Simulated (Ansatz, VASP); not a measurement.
## Pd in VASP and in Ansatz

```
Pd
1.0
    -0.05835    1.91573    1.91573
     1.91573   -0.05835    1.91573
     1.91573    1.91573   -0.05835
Pd
1
Direct
  0.00000 0.00000 0.00000
```

Change from the starting cell: equal xy, yz and zx shear strains of -3 %.

Alike in both runs: task single point; functional LDA; k mesh 18 × 18 × 18; occupations fermi-dirac, width 0.05 eV; no spin polarisation.

|  | VASP | Ansatz |
| --- | --- | --- |
| version | VASP 6.6.1 | Ansatz 0.2.0 |
| potentials or method | VASP PAW LDA potentials, release 64 (Pd), cutoff 520 eV | all-electron LAPW, scalar-relativistic |

|  | VASP | Ansatz | Ansatz less VASP |
| --- | --- | --- | --- |
| pressure (GPa) | -7.3 | -7.5 | -0.26 |
| traceless stress, the component that is largest in VASP (GPa) | 2.08 | 2.06 | -0.021 |

LDA's correlation is that of Perdew and Zunger in VASP and of Perdew and Wang (1992) in Ansatz. Ansatz ran all-electron here, and VASP with PAW potentials.
